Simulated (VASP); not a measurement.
# C in VASP: single point with PBEsol

Aim: the single point of C with PBEsol.

Everything below comes from runs of VASP 6.6.1. Logs are shortened: lines on timing, memory, paths and dates and some standing lists are left out, and cuts for length are marked.

## (1) The cell of the first run

The cell holds a wire with vacuum, 18 atoms: a = 14.300 Å, b = 14.600 Å, c = 4.031 Å, α = 90.00°, β = 90.00°, γ = 90.00°.

## (2) Single point, PBEsol, collinear spin, ferromagnetic start

The input, INCAR:

```
SYSTEM = C
PREC = Accurate ; ENCUT = 520
EDIFF = 1E-6 ; ISMEAR = 0
SIGMA = 0.05 ; LREAL = Auto
LASPH = .True. ; NELM = 150
ALGO = Normal ; ISIF = 2
LWAVE = .False. ; LCHARG = .False.
ISPIN = 2 ; MAGMOM = 0.3 0.3 0.3 0.3 0.3 0.3 0.3 0.3 0.3 0.3 0.3 0.3 0.3 0.3 0.3 0.3 0.3 0.3
LORBIT = 11 ; GGA = PS
NBANDS = 55
```

The input, KPOINTS:

```
regular mesh
0
Gamma
  1 1 9
  0 0 0
```

The input, POSCAR:

```
C
1.0
   14.3000000000      0.0000000000      0.0000000000
    0.0000000000     14.6000000000      0.0000000000
    0.0000000000      0.0000000000      4.0308287558
C
18
Direct
    0.3612832255      0.5921490298      0.3528450260
    0.5944307953      0.3643091867      0.3528400499
    0.6100995192      0.6080216641      0.5471823997
    0.3854628529      0.5118296363      0.1896522866
    0.6591611669      0.5326514773      0.4107441035
    0.5156767341      0.3940329295     -0.1488556540
    0.5305569230      0.6526204599      0.0451899807
    0.3911422597      0.6025431218      0.6739761237
    0.6049762550      0.3935690586      0.6739826891
    0.6081594607      0.6061180242      0.9078808101
    0.3918125667      0.5150793552     -0.1488560023
    0.6558168917      0.5302183267      0.0451978041
    0.4430247106      0.4440331401      0.6866742896
    0.4417165044      0.4427499786      0.3494555250
    0.4713076028      0.6592815362      0.7308396350
    0.6627441500      0.4722001438      0.7308534500
    0.5123711764      0.3878087491      0.1896522907
    0.5330343968      0.6559015685      0.4107451925
```

Potentials or basis: VASP PAW PBE potentials, release 64 (C).

On the command line:

```console
> cat potpaw_PBE.64/C/POTCAR > POTCAR
> mpirun -np 1 vasp_std > vasp.out
```

OUTCAR:

```text
SYSTEM = C
   PREC = Accurate
   ENCUT = 520
   EDIFF = 1E-6
   ISMEAR = 0
   LREAL = Auto
   LASPH = .True.
   NELM = 150
   ISIF = 2
   ISPIN = 2
   LORBIT = 11
   GGA = PS

 ion  position               nearest neighbor table
   1  0.361  0.592  0.353-   8 1.37   4 1.39
   2  0.594  0.364  0.353-   9 1.37  17 1.39
   3  0.610  0.608  0.547-   5 1.42  18 1.42  10 1.45
   4  0.385  0.512  0.190-  11 1.37   1 1.39  14 1.44
   5  0.659  0.533  0.411-   3 1.42  12 1.47  16 1.56
   6  0.516  0.394  0.851-  17 1.37  13 1.43   9 1.46
   7  0.531  0.653  0.045-  10 1.41  18 1.47  15 1.53
   8  0.391  0.603  0.674-   1 1.37  15 1.43  11 1.46
[... 8 lines left out ...]
  17  0.512  0.388  0.190-   6 1.37   2 1.39  14 1.44
  18  0.533  0.656  0.411-   3 1.42   7 1.47  15 1.56

  LATTYP: Found a simple orthorhombic cell.
 ALAT       =     4.0308287558
 B/A-ratio  =     3.5476575331
 C/A-ratio  =     3.6220839149

  Lattice vectors:

 A1 = (   0.0000000000,   0.0000000000,   4.0308287558)
 A2 = (  14.3000000000,   0.0000000000,   0.0000000000)
 A3 = (   0.0000000000,  14.6000000000,   0.0000000000)

Analysis of symmetry for initial positions (statically):
=====================================================================
 Subroutine PRICEL returns:
 Original cell was already a primitive cell.

 Routine SETGRP: Setting up the symmetry group for a
 simple orthorhombic supercell.

 Subroutine GETGRP returns: Found  1 space group operations
 (whereof  1 operations were pure point group operations)
 out of a pool of  8 trial point group operations.

The static configuration has the point symmetry C_1 .

Analysis of symmetry for dynamics (positions and initial velocities):
=====================================================================
 Subroutine PRICEL returns:
 Original cell was already a primitive cell.

 Routine SETGRP: Setting up the symmetry group for a
 simple orthorhombic supercell.

 Subroutine GETGRP returns: Found  1 space group operations
 (whereof  1 operations were pure point group operations)
 out of a pool of  8 trial point group operations.

The dynamic configuration has the point symmetry C_1 .

Analysis of structural, dynamic, and magnetic symmetry:
=====================================================================
 Subroutine PRICEL returns:
 Original cell was already a primitive cell.

 Routine SETGRP: Setting up the symmetry group for a
 simple orthorhombic supercell.

 Subroutine GETGRP returns: Found  1 space group operations
 (whereof  1 operations were pure point group operations)
 out of a pool of  8 trial point group operations.

The overall configuration has the point symmetry C_1 .

 Subroutine INISYM returns: Found  1 space group operations
 (whereof  1 operations are pure point group operations),
 and found     1 'primitive' translations

----------------------------------------------------------------------------------------

                                     Primitive cell

  volume of cell :     841.5564

  direct lattice vectors                    reciprocal lattice vectors
    14.300000000  0.000000000  0.000000000     0.069930070  0.000000000  0.000000000
     0.000000000 14.600000000  0.000000000     0.000000000  0.068493151  0.000000000
     0.000000000  0.000000000  4.030828756     0.000000000  0.000000000  0.248087939

  length of vectors
    14.300000000 14.600000000  4.030828756     0.069930070  0.068493151  0.248087939

  position of ions in fractional coordinates (direct lattice)
     0.361283226  0.592149030  0.352845026
     0.594430795  0.364309187  0.352840050
     0.610099519  0.608021664  0.547182400
     0.385462853  0.511829636  0.189652287
     0.659161167  0.532651477  0.410744104
     0.515676734  0.394032929  0.851144346
[... 62 lines left out ...]
  0.000000  0.000000  0.000000      1.000000
  0.000000  0.000000  0.111111      2.000000
  0.000000  0.000000  0.222222      2.000000
  0.000000  0.000000  0.333333      2.000000
  0.000000  0.000000  0.444444      2.000000
   k-points           NKPTS =      5   k-points in BZ     NKDIM =      5   number of bands    NBANDS=     55
   number of dos      NEDOS =    301   number of ions     NIONS =     18
   total plane-waves  NPLWV = 362880
   dimension x,y,z NGX =   108 NGY =  112 NGZ =   30
   dimension x,y,z NGXF=   216 NGYF=  224 NGZF=   60
   ions per type =              18
   NGX,Y,Z   is equivalent  to a cutoff of  12.56, 12.75, 12.37 a.u.
   NGXF,Y,Z  is equivalent  to a cutoff of  25.11, 25.51, 24.75 a.u.
 SYSTEM =  C
   PREC   = accura    normal or accurate (medium, high low for compatibility)
   ISTART =      0    job   : 0-new  1-cont  2-samecut
   ICHARG =      2    charge: 1-file 2-atom 10-const
   ISPIN  =      2    spin polarized calculation?
   LNONCOLLINEAR =      F non collinear calculations
   LSORBIT =      F    spin-orbit coupling
   LASPH  =      T    aspherical Exc in radial PAW
   ENCUT  =  520.0 eV  38.22 Ry    6.18 a.u.  26.59 27.15  7.49*2*pi/ulx,y,z
   NELM   =    150;   NELMIN=  2; NELMDL= -5     # of ELM steps
   EDIFF  = 0.1E-05   stopping-criterion for ELM
   LREAL  =      T    real-space projection
   EDIFFG = 0.1E-04   stopping-criterion for IOM
   NSW    =      0    number of steps for IOM
   IBRION =     -1    ionic relax: 0-MD 1-quasi-New 2-CG
   NFREE  =      0    steps in history (QN), initial steepest desc. (CG)
   ISIF   =      2    stress and relaxation
   ISYM   =      2    0-nonsym 1-usesym 2-fastsym
   POTIM  = 0.5000    time-step for ionic-motion
   TEBEG  =    0.0;   TEEND  =   0.0 temperature during run
   PSTRESS=    0.0 pullay stress
   NELECT =      72.0000    total number of electrons
   NUPDOWN=      -1.0000    fix difference up-down
   EMIN   =  10.00;   EMAX   =-10.00  energy-range for DOS
   EFERMI =   0.00;   METHOD = LEGACY
   ISMEAR =     0;   SIGMA  =   0.05  broadening in eV -4-tet -1-fermi 0-gaus
   EFERMI_NEDOS =   21; number of points for ismear=-14 and -15
   IALGO  =     38    algorithm
   IMIX   =      4    mixing-type and parameters
     AMIX     =   0.40;   BMIX     =  1.00
     AMIX_MAG =   1.60;   BMIX_MAG =  1.00
  volume/ion in A,a.u.               =      46.75       315.51
  Fermi-wavevector in a.u.,A,eV,Ry     =   0.721370  1.363191  7.080122  0.520374
  Thomas-Fermi vector in A             =   1.811060
   LORBIT       =     11    0 simple, 1 ext, 2 COOP (PROOUT), +10 PAW based schemes
   GGA     = PS    functional components
   LHFCALC =     F    Hartree Fock is set to
   AEXX    =    0.0000 exact exchange contribution
   IVDW    =     0    specifies the selected vdW correction
   LEPSILON=     F    determine dielectric tensor
   LRPA    =     F    only Hartree local field effects (RPA)
 spin polarized calculation
 Gauss-broadening in eV      SIGMA  =   0.05
  energy-cutoff  :      520.00
  volume of cell :      841.56
 maximum number of plane-waves:     22713
 NGX is ok and might be reduce to   108
   NGX = 53   NGY = 55   NGZ = 15

 number of electron      72.0000001 magnetization       0.2143530

 Free energy of the ion-electron system (eV)
  ---------------------------------------------------
  ext. energy  EPLUGINS =         0.00000000
  ---------------------------------------------------
  free energy    TOTEN  =      -156.58343911 eV

  energy without entropy =     -156.57689025  energy(sigma->0) =     -156.58016468

 E-fermi :  -3.4309     XC(G=0):  -2.6189

 val. band max:       -3.4365875060   @ k =   0.0000   0.0000   0.4444
 cond. band min:      -3.4267007804   @ k =   0.0000   0.0000   0.1111
 fundamental gap:      0.0098867256
 Fermi energy:        -3.4308531185

 spin component 1

 k-point     1 :       0.0000    0.0000    0.0000
  band No.  band energies     occupation
      1     -23.1207      1.00000
      2     -22.3119      1.00000
      3     -21.5968      1.00000
      4     -19.7654      1.00000
      5     -18.9918      1.00000
      6     -16.7528      1.00000
[... 244 lines left out ...]
     47       2.1652      0.00000
     48       2.6373      0.00000
 Fermi energy:        -3.4308531185

 spin component 2

 k-point     1 :       0.0000    0.0000    0.0000
  band No.  band energies     occupation
      1     -23.1142      1.00000
      2     -22.3060      1.00000
      3     -21.5784      1.00000
      4     -19.7563      1.00000
      5     -18.9764      1.00000
      6     -16.7371      1.00000
[... 244 lines left out ...]
     47       2.1866      0.00000
     48       2.6412      0.00000
 [bands above 48 left out]

------------------------ aborting loop because EDIFF is reached ----------------------------------------

  FORCE on cell =-STRESS in cart. coord.  units (eV):
  Direction    XX          YY          ZZ          XY          YZ          ZX
  --------------------------------------------------------------------------------------
  -------------------------------------------------------------------------------------
  Total        0.4441557      0.4364555      0.9771072     -0.2746413      0.0648770      0.0599690
  in kB        0.8455954      0.8309356      1.8602425     -0.5228694      0.1235145      0.1141706
  external PRESSURE =       1.1789245 kB  Pullay stress =       0.0000000 kB

 VOLUME and BASIS-vectors are now :
 -----------------------------------------------------------------------------
  energy-cutoff  :      520.00
  volume of cell :      841.56
      direct lattice vectors                 reciprocal lattice vectors
    14.300000000  0.000000000  0.000000000     0.069930070  0.000000000  0.000000000
     0.000000000 14.600000000  0.000000000     0.000000000  0.068493151  0.000000000
     0.000000000  0.000000000  4.030828756     0.000000000  0.000000000  0.248087939

 POSITION                                       TOTAL-FORCE (eV/Angst)
 -----------------------------------------------------------------------------------
      5.16635      8.64538      1.42226        -0.028001      0.035054     -0.032366
      8.50036      5.31891      1.42224         0.039755     -0.030207     -0.029461
      8.72442      8.87712      2.20560         0.023798      0.025868     -0.015364
      5.51212      7.47271      0.76446        -0.029545     -0.005046     -0.012794
      9.42600      7.77671      1.65564         0.028491     -0.039140     -0.018423
      7.37418      5.75288      3.43082         0.004075     -0.020909     -0.016873
[... 10 lines left out ...]
      7.32691      5.66201      0.76446        -0.000731     -0.029906     -0.016734
      7.62239      9.57616      1.65564        -0.038328      0.024465     -0.021316
 -----------------------------------------------------------------------------------
    total drift:                               -0.012075      0.001488      0.026987

  FREE ENERGIE OF THE ION-ELECTRON SYSTEM (eV)
  ---------------------------------------------------
  free  energy   TOTEN  =      -156.5834391103 eV

  energy  without entropy=     -156.5768902463  energy(sigma->0) =     -156.58016468

 total charge

# of ion       s       p       d       tot
------------------------------------------
    1        0.908   1.612   0.000   2.520
    2        0.908   1.612   0.000   2.520
    3        0.870   1.767   0.000   2.637
    4        0.876   1.817   0.000   2.694
    5        0.834   1.663   0.000   2.497
    6        0.875   1.758   0.000   2.633
[... 10 lines left out ...]
   17        0.876   1.817   0.000   2.694
   18        0.834   1.663   0.000   2.497
--------------------------------------------------
tot         15.565  30.916   0.000  46.481

 magnetization (x)

# of ion       s       p       d       tot
------------------------------------------
    1        0.007   0.044   0.000   0.052
    2        0.007   0.044   0.000   0.052
    3       -0.000  -0.001   0.000  -0.001
    4       -0.000   0.001   0.000   0.001
    5        0.000   0.001   0.000   0.002
    6        0.001   0.006   0.000   0.007
[... 10 lines left out ...]
   17       -0.000   0.001   0.000   0.001
   18        0.000   0.001   0.000   0.002
--------------------------------------------------
tot          0.017   0.106   0.000   0.123
```

It took 9.7 min on 1 thread of Intel Xeon 6975P-C (Granite Rapids), shared host; peak memory 1.1 GiB.

Results:

```yaml
Free_energy: -156.5834 eV
Largest_force: 0.068 eV/Å
Net_moment: 0.21 μB per cell
Site_moments: C +0.05, -0.00, +0.00, +0.01 μB
Valence_electrons_inside_the_program's_atomic_spheres: C 2.52, 2.64, 2.69, 2.50, 2.63, 2.70, 2.67, 2.43
```

Forces on the atoms (eV/Å):
```
C   -0.028  0.035 -0.032
C    0.040 -0.030 -0.029
C    0.024  0.026 -0.015
C   -0.030 -0.005 -0.013
C    0.028 -0.039 -0.018
C    0.004 -0.021 -0.017
C   -0.040  0.025  0.031
C   -0.019  0.040  0.047
C    0.039 -0.027  0.049
C    0.019  0.018  0.012
C   -0.023  0.006 -0.017
C    0.020 -0.040  0.035
C   -0.015 -0.009  0.003
C   -0.024 -0.022 -0.017
C    0.003  0.047  0.009
C    0.042  0.002  0.010
C   -0.001 -0.030 -0.017
C   -0.038  0.024 -0.021
```

Caveat: the PAW data sets were made with another functional, which shifts forces and pressure a little.
